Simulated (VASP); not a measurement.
# InP (F-43m) in VASP: vibrations by perturbation theory with LDA

Aim: the vibrations by perturbation theory of InP with LDA.

All numbers are computed with VASP 6.6.1; they aren't measurements. Logs are shortened: lines on timing, memory, paths and dates and some standing lists are left out, and cuts for length are marked.

## Step 1: The cell of the first run

Symmetry: F-43m, No. 216, cubic system. The conventional cell has a = 5.828 Å, b = 5.828 Å, c = 5.828 Å, α = 90.00°, β = 90.00°, γ = 90.00°. Within 3.3 Å of In (site symmetry -43m) lie 4 P at 2.52 Å. Within 3.3 Å of P (site symmetry -43m) lie 4 In at 2.52 Å.

## Step 2: Vibrations by perturbation theory, LDA

Contents of INCAR:

```
SYSTEM = InP
PREC     = Accurate       ! precision mode
ENCUT    = 500            ! plane-wave cutoff, eV
EDIFF    = 1E-8           ! SCF threshold, eV
ISMEAR   = 0              ! smearing method
SIGMA    = 0.01           ! smearing width, eV
LREAL    = .FALSE.        ! projectors in reciprocal space
LASPH    = .TRUE.         ! aspherical terms in the spheres
NELM     = 120            ! most SCF steps
ALGO     = Normal         ! electronic algorithm
ISIF     = 2              ! what is computed and relaxed
LWAVE    = .FALSE.        ! write WAVECAR
LCHARG   = .TRUE.         ! write CHGCAR
GGA      = CA             ! functional
NBANDS   = 16             ! bands
IBRION   = 8              ! ionic algorithm
NSW      = 1              ! ionic steps
LEPSILON = .TRUE.         ! dielectric tensor by DFPT
GGA_COMPAT= .FALSE.
```

Contents of KPOINTS:

```
Automatic mesh
0
G
  8 8 8
  0 0 0
```

Contents of POSCAR:

```
InP
1.0
    0.0000000000      2.9140195915      2.9140195915
    2.9140195915      0.0000000000      2.9140195915
    2.9140195915      2.9140195915      0.0000000000
In P
1 1
Direct
    0.0000000000      0.0000000000      0.0000000000
    0.7500000000      0.7500000000      0.7500000000
```

Potentials or basis: VASP PAW LDA potentials, release 64 (In_d, P).

Started as:

```
$ cat potpaw_LDA.64/In_d/POTCAR potpaw_LDA.64/P/POTCAR > POTCAR
$ mpirun -np 1 vasp_std > vasp.out
```

OUTCAR:

```text
SYSTEM = InP
   PREC = Accurate
   ENCUT = 500
   EDIFF = 1E-8
   ISMEAR = 0
   LREAL = .FALSE.
   LASPH = .TRUE.
   NELM = 120
   ISIF = 2
   GGA = CA
   IBRION = 8
   NSW = 1
   LEPSILON = .TRUE.

 ion  position               nearest neighbor table
   1  0.000  0.000  0.000-   2 2.52   2 2.52   2 2.52   2 2.52
   2  0.750  0.750  0.750-   1 2.52   1 2.52   1 2.52   1 2.52

  LATTYP: Found a face centered cubic cell.
 ALAT       =     5.8280391830

  Lattice vectors:

 A1 = (   0.0000000000,   2.9140195915,   2.9140195915)
 A2 = (   2.9140195915,   0.0000000000,   2.9140195915)
 A3 = (   2.9140195915,   2.9140195915,   0.0000000000)

Analysis of symmetry for initial positions (statically):
=====================================================================
 Subroutine PRICEL returns:
 Original cell was already a primitive cell.

 Routine SETGRP: Setting up the symmetry group for a
 face centered cubic supercell.

 Subroutine GETGRP returns: Found 24 space group operations
 (whereof 24 operations were pure point group operations)
 out of a pool of 48 trial point group operations.

The static configuration has the point symmetry T_d .

Analysis of symmetry for dynamics (positions and initial velocities):
=====================================================================
 Subroutine PRICEL returns:
 Original cell was already a primitive cell.

 Routine SETGRP: Setting up the symmetry group for a
 face centered cubic supercell.

 Subroutine GETGRP returns: Found 24 space group operations
 (whereof 24 operations were pure point group operations)
 out of a pool of 48 trial point group operations.

The dynamic configuration has the point symmetry T_d .

 Subroutine INISYM returns: Found 24 space group operations
 (whereof 24 operations are pure point group operations),
 and found     1 'primitive' translations

----------------------------------------------------------------------------------------

                                     Primitive cell

  volume of cell :      49.4889

  direct lattice vectors                    reciprocal lattice vectors
     0.000000000  2.914019591  2.914019591    -0.171584296  0.171584296  0.171584296
     2.914019591  0.000000000  2.914019591     0.171584296 -0.171584296  0.171584296
     2.914019591  2.914019591  0.000000000     0.171584296  0.171584296 -0.171584296

  length of vectors
     4.121046027  4.121046027  4.121046027     0.297192718  0.297192718  0.297192718

  position of ions in fractional coordinates (direct lattice)
     0.000000000  0.000000000  0.000000000
     0.750000000  0.750000000  0.750000000

  ion indices of the primitive-cell ions
   primitive index   ion index
                 1           1
                 2           2

----------------------------------------------------------------------------------------

 KPOINTS: Automatic mesh

Automatic generation of k-mesh.
 Grid dimensions read from file:
 generate k-points for:    8    8    8

 Generating k-lattice:

  Cartesian coordinates                     Fractional coordinates (reciprocal lattice)
[... 603 lines left out ...]

 Free energy of the ion-electron system (eV)
  ---------------------------------------------------
  ---------------------------------------------------
  free energy    TOTEN  =        -2.38225480 eV

  energy without entropy =       -2.38225480

------------------------ aborting loop because EDIFF is reached ----------------------------------------

--------------------------------------- Ionic step        2  -------------------------------------------

------------------------ aborting loop because EDIFF is reached ----------------------------------------

--------------------------------------- Ionic step        3  -------------------------------------------

------------------------ aborting loop because EDIFF is reached ----------------------------------------

 PIEZOELECTRIC TENSOR FIELD DIRECTION 3  (e Angst)
 -----------------------------------------------------------------------------
    -0.00059  2.69211  0.00000           (  0.00000  0.03378  0.00000)
     2.69211 -0.00059  0.00000           (  0.03378  0.00000  0.00000)
     0.00000  0.00000 -0.00099           (  0.00000  0.00000 -0.00000)

 PIEZOELECTRIC TENSOR FIELD DIRECTION 3  (C/m^2)
 -----------------------------------------------------------------------------
    -0.00019  0.87156  0.00000
     0.87156 -0.00019  0.00000
     0.00000  0.00000 -0.00032

--------------------------------------- Ionic step        4  -------------------------------------------

------------------------ aborting loop because EDIFF is reached ----------------------------------------

[... ionic steps 5 to 6 ...]

--------------------------------------- Ionic step        7  -------------------------------------------

 Free energy of the ion-electron system (eV)
  ---------------------------------------------------
  ---------------------------------------------------
  free energy    TOTEN  =        -0.04911685 eV

  energy without entropy =       -0.04911685

------------------------ aborting loop because EDIFF is reached ----------------------------------------

 INTERNAL STRAIN TENSOR  FOR ION    2  DIRECTION 1   (eV/Angst):
 -----------------------------------------------------------------------------
    -0.01450  0.00000  0.00000
     0.00000  0.00883  8.01946
     0.00000  8.01946  0.00883

 MACROSCOPIC STATIC DIELECTRIC TENSOR (including local field effects in DFT)
 ------------------------------------------------------
          17.751725    -0.000000    -0.000000
           0.000000    17.751725    -0.000000
           0.000000    -0.000000    17.751725
 ------------------------------------------------------

 PIEZOELECTRIC TENSOR (including local field effects)  for field in x, y, z        (e  Angst)
          XX          YY          ZZ          XY          YZ          ZX
  --------------------------------------------------------------------------------
  x    -0.00000    -0.00000     0.00000     0.00000     2.70165     0.00000
  y    -0.00000     0.00000     0.00000     0.00000     0.00000     2.70165
  z    -0.00000    -0.00000     0.00000     2.70165     0.00000     0.00000

 PIEZOELECTRIC TENSOR (including local field effects)  for field in x, y, z        (C/m^2)
          XX          YY          ZZ          XY          YZ          ZX
  --------------------------------------------------------------------------------
  x    -0.00000    -0.00000     0.00000     0.00000     0.87465     0.00000
  y    -0.00000     0.00000     0.00000     0.00000     0.00000     0.87465
  z    -0.00000    -0.00000     0.00000     0.87465     0.00000     0.00000

 BORN EFFECTIVE CHARGES (including local field effects) (in |e|, cummulative output)
 ---------------------------------------------------------------------------------
 ion    1
    1     2.59491     0.00000     0.00000
    2     0.00000     2.59491     0.00000
    3     0.00000     0.00000     2.59491
 ion    2
    1    -2.59491     0.00000    -0.00000
    2     0.00000    -2.59491    -0.00000
    3     0.00000     0.00000    -2.59491

 INTERNAL STRAIN TENSOR FOR ION    2 for displacements in x,y,z  (eV/Angst):
          X           Y           Z          XY          YZ          ZX
  --------------------------------------------------------------------------------
  x     0.00000     0.00000     0.00000     0.00000     8.01946     0.00000
  y    -0.00000     0.00000    -0.00000     0.00000     0.00000     8.01946
  z     0.00000     0.00000     0.00000     8.01946     0.00000     0.00000

 SECOND DERIVATIVES (NOT SYMMETRIZED)
 ------------------------------------
               1X          1Y          1Z          2X          2Y          2Z
  1X    -8.258903    0.000000    0.000000    8.258903    0.000000    0.000000
  1Y     0.000000   -8.258903    0.000000    0.000000    8.258903    0.000000
  1Z     0.000000    0.000000   -8.258903    0.000000    0.000000    8.258903
  2X     8.227134    0.000000    0.000000   -8.227134    0.000000    0.000000
  2Y     0.000000    8.227134    0.000000    0.000000   -8.227134    0.000000
  2Z     0.000000    0.000000    8.227134    0.000000    0.000000   -8.227134

 Eigenvectors and eigenvalues of the dynamical matrix
 ----------------------------------------------------

   1 f  =    9.082714 THz    57.068374 2PiTHz  302.966722 cm-1    37.563069 meV
             X         Y         Z           dx          dy          dz
      0.000000  0.000000  0.000000     0.000000    0.461624    0.000000
      4.371029  4.371029  4.371029     0.000000   -0.887076    0.000000
[... 21 lines left out ...]
   6 f/i=    0.007167 THz     0.045033 2PiTHz    0.239073 cm-1     0.029641 meV
             X         Y         Z           dx          dy          dz
      0.000000  0.000000  0.000000     0.000000    0.000000    0.887076
      4.371029  4.371029  4.371029     0.000000    0.000000    0.461624

--------------------------------------------------------------------------------------------------------

 MACROSCOPIC STATIC DIELECTRIC TENSOR IONIC CONTRIBUTION
 ------------------------------------------------------
           2.986876     0.000000     0.000000
           0.000000     2.986876     0.000000
           0.000000     0.000000     2.986876
 ------------------------------------------------------

 ELASTIC MODULI CONTR FROM IONIC RELAXATION (kBar)
 Direction    XX          YY          ZZ          XY          YZ          ZX
 --------------------------------------------------------------------------------
 XX          -0.0000     -0.0000     -0.0000     -0.0000     -0.0000      0.0000
 YY          -0.0000     -0.0000     -0.0000     -0.0000     -0.0000     -0.0000
 ZZ          -0.0000     -0.0000     -0.0000     -0.0000     -0.0000      0.0000
 XY          -0.0000     -0.0000     -0.0000   -248.5788     -0.0000     -0.0000
 YZ          -0.0000     -0.0000     -0.0000     -0.0000   -248.5788     -0.0000
 ZX           0.0000     -0.0000      0.0000     -0.0000     -0.0000   -248.5788
 --------------------------------------------------------------------------------

 PIEZOELECTRIC TENSOR IONIC CONTR  for field in x, y, z        (C/m^2)
          XX          YY          ZZ          XY          YZ          ZX
  --------------------------------------------------------------------------------
  x    -0.00000    -0.00000    -0.00000    -0.00000    -0.81080    -0.00000
  y     0.00000    -0.00000     0.00000     0.00000    -0.00000    -0.81080
  z    -0.00000    -0.00000    -0.00000    -0.81080    -0.00000    -0.00000
```

It took 5.5 min on 1 thread of Intel Xeon 6975P-C (Granite Rapids), shared host; peak memory 0.3 GiB.

Results:

```yaml
Electronic_dielectric_tensor_diagonal: 17.75
Born_charges_mean_of_the_diagonal: In +2.59; P -2.59 e
Highest_phonon_frequency_at_Γ_LO-TO_splitting_left_out: 303 cm⁻¹
```

Phonon frequencies in cm⁻¹ (negative: imaginary):
| q point | frequencies |
| --- | --- |
| (0.000, 0.000, 0.000) | 0 0 0 303 303 303 |

Electronic dielectric tensor:
```
17.75  0.00  0.00
 0.00 17.75  0.00
 0.00  0.00 17.75
```

Born effective charge tensors (e):
atom 1, In
```
2.59 0.00 0.00
0.00 2.59 0.00
0.00 0.00 2.59
```
atom 2, P
```
-2.59  0.00  0.00
 0.00 -2.59  0.00
 0.00  0.00 -2.59
```

Caveat: spin-orbit coupling is left out, which moves the levels of the heavy elements.
